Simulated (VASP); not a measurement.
# CoSiGe3 (P6/mmm) in VASP: notebook, part 2 of 2

VASP 6.6.1.

**5. Single point, PBE, collinear spin, ferromagnetic start**

This run uses another cell than the first one, of 21.12 Å³/atom.

File INCAR:

```
PREC     = Accurate       # precision mode
ENCUT    = 520            # plane-wave cutoff, eV
EDIFF    = 1E-6           # SCF threshold, eV
ISMEAR   = 0              # smearing method
SIGMA    = 0.1            # smearing width, eV
LREAL    = F              # projectors in reciprocal space
LASPH    = T              # aspherical terms in the spheres
NELM     = 150            # most SCF steps
ALGO     = Normal         # electronic algorithm
ISIF     = 2              # what is computed and relaxed
LWAVE    = F              # write WAVECAR
LCHARG   = T              # write CHGCAR
ISPIN    = 2              # spin polarisation
MAGMOM   = 3 0 0 0 0      # initial moments
LORBIT   = 11             # projections on sites
LMAXMIX  = 4              # l up to which the mixer works
GGA      = PE             # functional
LELF     = T              # ELF
LVHAR    = T            
NBANDS   = 40             # bands
```

File KPOINTS:

```
Automatic mesh
0
Gamma
  6 6 2
```

File POSCAR:

```
CoSiGe3
1.0
    5.3465807687     -0.0000000040      0.0000000000
   -2.6732903809      4.6302747711      0.0000000000
    0.0000000000      0.0000000000      4.2649737624
Co Si Ge
1 1 3
Direct
    0.0000000000      0.0000000000      0.0000000000
    0.0000000000      0.0000000000      0.5000000000
    0.5000000000      0.0000000000      0.0000000000
    0.0000000000      0.5000000000      0.0000000000
    0.5000000000      0.5000000000      0.0000000000
```

The run is started by

```console
$ cat potpaw_PBE.64/Co/POTCAR potpaw_PBE.64/Si/POTCAR potpaw_PBE.64/Ge_d/POTCAR > POTCAR
$ mpirun -np 1 vasp_std > vasp.out
```

Wall time 4.2 min (1 thread of Intel Xeon 8259CL, shared host); peak memory 0.3 GiB.

The run converged. Its results:

```
Free energy                                           : -23.1454 eV
Pressure                                              : 0.0 GPa
Net moment                                            : 0.00 μB per cell
Valence electrons inside the program's atomic spheres : Co 8.46; Si 1.61; Ge 12.21
```

Levels at points of the mesh, in eV from the Fermi level:
Spin up:
| k point | band 25 | band 26 | band 27 | band 28 | band 29 | band 30 |
| --- | --- | --- | --- | --- | --- | --- |
| (0.00, 0.00, 0.00) | -1.77 | -0.89 | -0.51 | -0.51 | 1.77 | 2.02 |
| (0.50, 0.00, 0.00) | -0.87 | -0.34 | -0.06 | 0.29 | 0.38 | 2.00 |
| (0.00, 0.00, 0.50) | -2.64 | -1.71 | -0.46 | -0.46 | -0.18 | 0.91 |
| (0.50, 0.00, 0.50) | -0.82 | -0.82 | -0.74 | 0.54 | 1.02 | 1.36 |
Spin down:
```
           k point  band 23  band 24  band 25  band 26  band 27  band 28  band 29  band 30  band 31  band 32
(0.00, 0.00, 0.00)    -2.65    -1.77    -1.77    -0.89    -0.51    -0.51     1.77     2.02     2.54     2.54
(0.50, 0.00, 0.00)    -1.85    -1.37    -0.87    -0.34    -0.06     0.28     0.38     2.00     2.18     2.24
(0.00, 0.00, 0.50)    -3.16    -2.64    -2.64    -1.71    -0.46    -0.46    -0.18     0.91     0.91     1.63
(0.50, 0.00, 0.50)    -2.94    -2.05    -0.82    -0.82    -0.74     0.54     1.02     1.35     1.84     2.96
```

Caveat: the k points lie up to 0.74 Å⁻¹ apart.

**6. Relaxation of cell and atoms, PBE**

This run uses another cell than the first one, of 21.12 Å³/atom.

File INCAR:

```
SYSTEM = CoSiGe3
PREC = Accurate
ENCUT = 600
EDIFF = 1E-6
ISMEAR = 0
SIGMA = 0.1
LREAL = .FALSE.
LASPH = .TRUE.
NELM = 60
ALGO = Normal
ISIF = 3
LWAVE = .FALSE.
LCHARG = .FALSE.
GGA = PE
IBRION = 2
NSW = 90
EDIFFG = -0.04
```

File KPOINTS:

```
regular mesh
0
G
  6 6 4
  0 0 0
```

Edit POSCAR of step 5 so:

```diff
@@ -2,4 +2,4 @@
 1.0
-    5.3465807687     -0.0000000040      0.0000000000
-   -2.6732903809      4.6302747711      0.0000000000
+    5.3465807687      0.0000000000      0.0000000000
+   -2.6732903843      4.6302747691      0.0000000000
     0.0000000000      0.0000000000      4.2649737624
```

Potentials or basis: VASP PAW PBE potentials, release 64 (Co, Si, Ge_d).

The run is started by

```console
$ cat potpaw_PBE.64/Co/POTCAR potpaw_PBE.64/Si/POTCAR potpaw_PBE.64/Ge_d/POTCAR > POTCAR
$ mpirun -np 1 vasp_std > vasp.out
```

Run time: 5.4 min. Hardware: 1 thread of Intel Xeon 8259CL, shared host; peak memory 0.34 GiB.

Results (log left out):

| Item | Value |
| --- | --- |
| Free energy | -23.2774 eV |
| Relaxed volume | 21.14 Å³/atom |
| Relaxed cell | a = 5.332 Å, b = 5.332 Å, c = 4.292 Å, α = 90.00°, β = 90.00°, γ = 120.00° |
| Space group after relaxing (to 0.1 Å) | P6/mmm (No. 191) |
| Energy gained by relaxing | 0.5 meV/atom |
| Ionic steps | 2 |
| Pressure after relaxing | 0.0 GPa |
| Band gap on the k mesh | zero (an odd number of electrons rules out a gap without spin polarisation) |

Stress tensor (GPa, compression positive):
```
 0.01  0.00  0.00
 0.00  0.01  0.00
 0.00  0.00 -0.09
```

The path:
```csv
step,energy change (eV),largest force (eV/Å),pressure (GPa),volume (Å³)
1,0.0000,0.0000,0.05,105.58
2,-0.0025,0.0000,-0.03,105.68
```

Final structure:
```
Co Si Ge
1.0
     5.33237    0.00000    0.00000
    -2.66619    4.61797    0.00000
     0.00000    0.00000    4.29165
Co Si Ge
1 1 3
Direct
  0.00000 0.00000 0.00000
  0.00000 0.00000 0.50000
  0.50000 0.00000 0.00000
  0.00000 0.50000 0.00000
  0.50000 0.50000 0.00000
```

Levels at points of the mesh, in eV from the Fermi level:
| k point | band 26 | band 27 | band 28 | band 29 | band 30 | band 31 |
| --- | --- | --- | --- | --- | --- | --- |
| (0.00, 0.00, 0.00) | -0.85 | -0.47 | -0.47 | 1.71 | 1.95 | 2.45 |
| (0.50, 0.00, 0.00) | -0.32 | -0.11 | 0.30 | 0.37 | 1.96 | 2.19 |
| (0.00, 0.00, 0.50) | -1.71 | -0.41 | -0.41 | -0.17 | 0.94 | 0.94 |
| (0.50, 0.00, 0.50) | -0.78 | -0.72 | 0.55 | 1.05 | 1.39 | 1.86 |

Caveat: the k points lie up to 0.37 Å⁻¹ apart in the final cell, too coarse for converged energies and pressures of a metal; the run has no spin polarisation, though such a crystal can be magnetic. Spin polarisation is off, so any magnetic state and its effect on volume and gap are missing.

**7. Single point, PBE**

This run uses another cell than the first one, of 21.07 Å³/atom.

File INCAR:

```
PREC     = Accurate       # precision mode
ENCUT    = 520            # plane-wave cutoff, eV
EDIFF    = 1E-6           # SCF threshold, eV
ISMEAR   = 0              # smearing method
SIGMA    = 0.1            # smearing width, eV
LREAL    = F              # projectors in reciprocal space
LASPH    = T              # aspherical terms in the spheres
NELM     = 80             # most SCF steps
ALGO     = Normal         # electronic algorithm
ISIF     = 2              # what is computed and relaxed
LWAVE    = F              # write WAVECAR
LCHARG   = T              # write CHGCAR
GGA      = PE             # functional
LELF     = T              # ELF
LVHAR    = T            
NBANDS   = 36             # bands
```

File KPOINTS:

```
regular mesh
0
Gamma
  12 12 10
```

Edit POSCAR of step 6 so:

```diff
@@ -2,5 +2,5 @@
 1.0
-    5.3465807687      0.0000000000      0.0000000000
-   -2.6732903843      4.6302747691      0.0000000000
-    0.0000000000      0.0000000000      4.2649737624
+    5.3317275627      0.0000000000      0.0000000000
+   -2.6658637814      4.6174115154      0.0000000000
+    0.0000000000      0.0000000000      4.2789851936
 Co Si Ge
```

The run is started by

```console
$ cat potpaw_PBE.64/Co/POTCAR potpaw_PBE.64/Si/POTCAR potpaw_PBE.64/Ge_d/POTCAR > POTCAR
$ mpirun -np 1 vasp_std > vasp.out
```

It took 9.2 min on 1 thread of Intel Xeon 8259CL, shared host; peak memory 0.49 GiB.

It converged, with:

```
Free energy            : -23.2806 eV
Pressure               : 0.1 GPa
Band gap on the k mesh : zero (an odd number of electrons rules out a gap without spin polarisation)
```

Stress tensor (GPa, compression positive):
```
0.09 0.00 0.00
0.00 0.09 0.00
0.00 0.00 0.17
```

Levels at points of the mesh, in eV from the Fermi level:
```tsv
k point	band 25	band 26	band 27	band 28	band 29	band 30	band 31	band 32
(0.00, 0.00, 0.00)	-1.76	-0.89	-0.48	-0.48	1.69	1.94	2.43	2.43
(0.50, 0.00, 0.00)	-0.86	-0.36	-0.14	0.27	0.35	1.94	2.16	2.20
(0.00, 0.00, 0.50)	-2.66	-1.74	-0.43	-0.43	-0.20	0.90	0.90	1.58
(0.50, 0.00, 0.50)	-0.81	-0.81	-0.76	0.53	1.01	1.36	1.82	2.98
```

Caveat: the run has no spin polarisation, though such a crystal can be magnetic. Spin polarisation is off, so any magnetic state and its effect on volume and gap are missing.

**8. The runs side by side**

| task | cell | k mesh | cutoff (eV) | gap on the mesh (eV) | pressure (GPa) |
| --- | --- | --- | --- | --- | --- |
| single point | a = 5.334, b = 5.334, c = 4.288 Å, angles 90.0, 90.0, 120.0°, 5 atoms | 6 × 6 × 4 | 520 | none | 0.1 |
| relaxation of cell and atoms | relaxed from a = 5.347, b = 5.347, c = 4.265 Å, angles 90.0, 90.0, 120.0°, 5 atoms | 6 × 6 × 4 | 600 | none | 0.0 |
| single point | a = 5.332, b = 5.332, c = 4.279 Å, angles 90.0, 90.0, 120.0°, 5 atoms | 12 × 12 × 10 | 520 | none | 0.1 |

Alike in all rows: level PBE; potentials or basis VASP PAW PBE potentials, release 64 (Co, Si, Ge_d); no spin polarisation; smearing gaussian 0.1 eV.

Caveats: some runs use coarse meshes; the run has no spin polarisation, though such a crystal can be magnetic.

Absolute energies hang on the potentials; compare differences alone.
